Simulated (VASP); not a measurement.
A run of VASP 6.6.1:

INCAR

```
SYSTEM = TaN
PREC = Accurate
ENCUT = 520
EDIFF = 1E-6
ISMEAR = -1
SIGMA = 0.01
LREAL = .False.
LASPH = .True.
NELM = 80
ALGO = Normal
ISIF = 2
LWAVE = .False.
LCHARG = .False.
GGA = PE
NBANDS = 24
```

The input KPOINTS:

```
Automatic mesh
0
Gamma
  9 9 5
  0 0 0
```

File POSCAR:

```
TaN
1.0
    3.0480019786      0.0304800198      0.0304800198
   -1.4976045179      2.6244071343      0.0111564616
    0.0491800000      0.0491800000      4.9180000000
Ta N
2 2
Direct
    0.0000000000      0.0000000000      0.0000000000
    0.0000000000      0.0000000000      0.5000000000
    0.3333333333      0.6666666667      0.2500000000
    0.6666666667      0.3333333333      0.7500000000
```

Potentials or basis: VASP PAW PBE potentials, release 64 (Ta_pv, N).

Run with:

```sh
$ cat potpaw_PBE.64/Ta_pv/POTCAR potpaw_PBE.64/N/POTCAR > POTCAR
$ mpirun -np 1 vasp_std > vasp.out
```

Hardware: 1 thread of Intel Xeon 8259CL (shared host).

Estimate the wall time of this run.

Run time: 2.9 min on 1 thread of Intel Xeon 8259CL, with other jobs on the host, peak memory 0.29 GiB. Counts: scf iterations 13, k points 203.
